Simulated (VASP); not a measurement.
Runs of VASP 6.6.1 on Ni. The structure is that of space group P6_3/mmc (No. 194), or close to it. The cells are those of the table. This isn't the form of Ni at room conditions, which is fcc.

```csv
level,potentials or basis,U,cell,k mesh,cutoff (eV),smearing,dipole correction,grid for exact exchange (PRECFOCK),share of exact exchange,tolerance level,purpose,gap on the mesh (eV),pressure (GPa),moment (μB)
PBE0,"VASP PAW PBE potentials, release 64 (Ni)",-,"a = 2.480, b = 2.480, c = 4.126 Å, angles 90.0, 90.0, 120.0°, 2 atoms",6 × 6 × 4,520,fermi-dirac 0.05 eV,no,Normal,0.25,-,-,none,(a),1.43
PBEsol+U,"VASP PAW PBE potentials, release 64 (Ni)",Ni d U = 4 eV,"a = 2.448, b = 2.448, c = 4.073 Å, angles 90.0, 90.0, 120.0°, 2 atoms",38 × 38 × 20,540,tetrahedron 0.1 eV,-,-,-,standard,density of states,none,-,1.55
revPBE+D3(BJ),"VASP PAW PBE potentials, release 64 (Ni_sv_GW)",-,"a = 2.449, b = 2.449, c = 4.011 Å, angles 90.0, 90.0, 120.0°, 2 atoms",12 × 12 × 7,690,fermi-dirac 0.05 eV,no,-,-,-,-,none,-1.0,1.30
PBEsol+U,"VASP PAW PBE potentials, release 64 (Ni)",Ni d U = 4 eV,"a = 2.448, b = 2.448, c = 4.073 Å, angles 90.0, 90.0, 120.0°, 2 atoms",17 × 17 × 9,310,tetrahedron 0.1 eV,-,-,-,standard,density of states,none,-,1.55
PBE,"VASP PAW PBE potentials, release 64 (Ni_sv_GW)",-,"a = 2.448, b = 2.448, c = 4.073 Å, angles 90.0, 90.0, 120.0°, 2 atoms",12 × 12 × 7,690,fermi-dirac 0.05 eV,no,-,-,-,-,none,6.1,1.30
```

Alike in all rows: task single point; spin collinear, ferromagnetic start.

Q: Fill in the values left out.

A: (a) -7.4.

Caveats: some runs use coarse meshes; the PAW data sets were made with another functional, which shifts forces and pressure a little (at least some runs); the U is typed as a test and isn't derived for this compound (at least some runs); tetrahedron occupations give inexact forces and stress in metals (at least some runs); the cutoff is under 1.25 times the usual one of these potentials, so pressure, stress and relaxed cells hold a basis-set (Pulay) error (at least some runs); the cell stands under pressure (at least some runs).

A gap of «none» marks levels without a gap at the run's occupations.

The runs don't all hold the same shells in valence.
